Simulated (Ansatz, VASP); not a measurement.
**TiAl: VASP beside Ansatz**

INCAR

```
SYSTEM = TiAl
PREC = Accurate
ENCUT = 520
EDIFF = 1E-6
ISMEAR = 0
SIGMA = 0.15
LREAL = .FALSE.
LASPH = .TRUE.
NELM = 80
ALGO = Fast
ISIF = 2
LWAVE = .FALSE.
LCHARG = .FALSE.
GGA = PS
NBANDS = 14
```

The input KPOINTS:

```
regular mesh
0
G
  22 22 22
  0 0 0
```

POSCAR

```
TiAl
1.0
    2.9703558311      0.0000000000      0.0000000000
    0.0000000000      2.9703558311      0.0000000000
    0.0000000000      0.0000000000      3.5644269973
Ti Al
1 1
Direct
    0.0000000000      0.0000000000      0.0000000000
    0.5000000000      0.5000000000      0.5000000000
```

Input for Ansatz:

```yaml
crystal:
  lattice:
    - [2.9703558311, 0.0, 0.0]
    - [0.0, 2.9703558311, 0.0]
    - [0.0, 0.0, 3.5644269973]
  atoms:
    - { symbol: Ti, position: [0.0, 0.0, 0.0] }
    - { symbol: Al, position: [0.5, 0.5, 0.5] }
basis:
  ecutwfc: 420
kpoints:
  mp_grid: { grid: [22, 22, 22] }
hamiltonian:
  xc: pbesol
scf:
  occupations: { method: gaussian, width: 0.15 }
output:
  forces: true
  stress: true
  eigenvalues: true
```

Alike in both runs: task single point; functional PBEsol; k mesh 22 × 22 × 22; occupations gaussian, width 0.15 eV; no spin polarisation.

|  | VASP | Ansatz |
| --- | --- | --- |
| version | VASP 6.6.1 | Ansatz 0.2.0 |
| potentials or method | VASP PAW PBE potentials, release 64 (Ti_sv, Al), cutoff 520 eV | scalar-relativistic, plane waves, PAW |
| valence electrons in the cell | 15 | 15 |

|  | VASP | Ansatz | Ansatz less VASP |
| --- | --- | --- | --- |
| gap on the k mesh at the Fermi level (eV) | none | none | - |
| pressure (GPa) | 0.2 | 0.1 | -0.05 |
| traceless stress, the component that is largest in VASP (GPa) | 6.21 | 6.22 | +0.006 |

VASP's potentials were made for PBE, not for PBEsol. A gap of «none» marks a metal or a gap that the smearing closes. The functional is the same, so the differences come from potentials, cutoffs and numerics.
